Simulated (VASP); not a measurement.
A run of VASP 6.6.1 is set up as follows.

File INCAR:

```
ALGO = Normal
EDIFF = 1E-6
ENCUT = 520
GGA = PE
ISIF = 2
ISMEAR = 0
LASPH = True
LCHARG = False
LREAL = False
LWAVE = False
NBANDS = 19
NELM = 80
PREC = Accurate
SIGMA = 0.1
```

The input KPOINTS:

```
k-points
0
Gamma
  6 6 6
```

POSCAR

```
Ir2O
1.0
    4.2273517117      0.0000000000      0.0000000000
   -2.1136758559      3.6609939731      0.0000000000
    0.0000000000      0.0000000000      2.6777860005
Ir O
2 1
Direct
    0.3333333333      0.6666666667      0.0000000000
    0.6666666667      0.3333333333      0.0000000000
    0.0000000000      0.0000000000      0.0000000000
```

Potentials or basis: VASP PAW PBE potentials, release 64 (Ir, O).

Launch:

```bash
$ cat potpaw_PBE.64/Ir/POTCAR potpaw_PBE.64/O/POTCAR > POTCAR
$ mpirun -np 1 vasp_std > vasp.out
```

Question: Estimate the pressure.

Answer: 0.3 GPa.

Question: What does it give for the band gap on the k mesh?

Answer: Zero (band 12 reaches 8.55 eV, above the bottom of band 13 at 6.45 eV).

Stress tensor (GPa, compression positive):
```
 0.57  0.00  0.00
 0.00  0.57  0.00
 0.00  0.00 -0.13
```

Caveat: the k points lie up to 0.39 Å⁻¹ apart; spin-orbit coupling is left out, which moves the levels of the heavy elements.
